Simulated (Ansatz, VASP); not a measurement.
# One calculation of Ca3H, two programs

Contents of INCAR:

```
PREC = Accurate
ENCUT = 600
EDIFF = 1E-7
ISMEAR = 0
SIGMA = 0.1
LREAL = F
LASPH = T
NELM = 100
ALGO = Normal
ISIF = 3
LWAVE = F
LCHARG = F
GGA = PE
IBRION = 2
NSW = 90
EDIFFG = -0.04
```

Contents of KPOINTS:

```
Automatic mesh
0
Gamma
  4 4 4
```

Contents of POSCAR:

```
Ca3H
1.0
    0.0000000000      3.6956341500      3.6956341500
    3.6956341500      0.0000000000      3.6956341500
    3.6956341500      3.6956341500      0.0000000000
Ca H
3 1
Direct
    0.5000000000      0.5000000000      0.5000000000
    0.2500000000      0.2500000000      0.2500000000
    0.7500000000      0.7500000000      0.7500000000
    0.0000000000      0.0000000000      0.0000000000
```

Input for Ansatz:

```yaml
crystal:
  lattice:
    - [0.0, 3.69563415, 3.69563415]
    - [3.69563415, 0.0, 3.69563415]
    - [3.69563415, 3.69563415, 0.0]
  atoms:
    - { symbol: Ca, position: [0.5, 0.5, 0.5] }
    - { symbol: Ca, position: [0.25, 0.25, 0.25] }
    - { symbol: Ca, position: [0.75, 0.75, 0.75] }
    - { symbol: H, position: [0.0, 0.0, 0.0] }
basis:
  ecutwfc: 420
kpoints:
  mp_grid: { grid: [4, 4, 4] }
hamiltonian:
  xc: pbe
scf:
  occupations: { method: gaussian, width: 0.1 }
  lower_state_search: "off"
output:
  forces: true
  stress: true
  eigenvalues: true
relax:
  adjacent_minimum: "off"
  f_tol: 0.04
  max_steps: 70
  cell: { stress_tol: 0.4 }
```

Change from the starting cell: species swapped into the PrMg3 type (Fm-3m, No. 225).

Alike in both runs: task relaxation of cell and atoms; functional PBE; k mesh 4 × 4 × 4; occupations gaussian, width 0.1 eV; no spin polarisation.

|  | VASP | Ansatz |
| --- | --- | --- |
| version | VASP 6.6.1 | Ansatz 0.2.0 |
| potentials or method | VASP PAW PBE potentials, release 64 (Ca_sv, H), cutoff 600 eV | scalar-relativistic, plane waves, PAW |
| valence electrons in the cell | 31 | 31 |

```csv
,VASP,Ansatz,Ansatz less VASP
"gap on the k mesh at the Fermi level, each at its own relaxed structure (eV)",none,none,-
relaxed volume (Å³/atom),35.36,34.99,-0.373
relaxed length of the cell vector where the two differ most in proportion (Å),5.848,5.828,-0.0206
```

A gap of «none» marks a metal or a gap that the smearing closes.

The k mesh is coarse, so the values compare programs but aren't converged. Noted on VASP's run: the volume moved by over 15 % at a fixed basis, so the end points are rough.
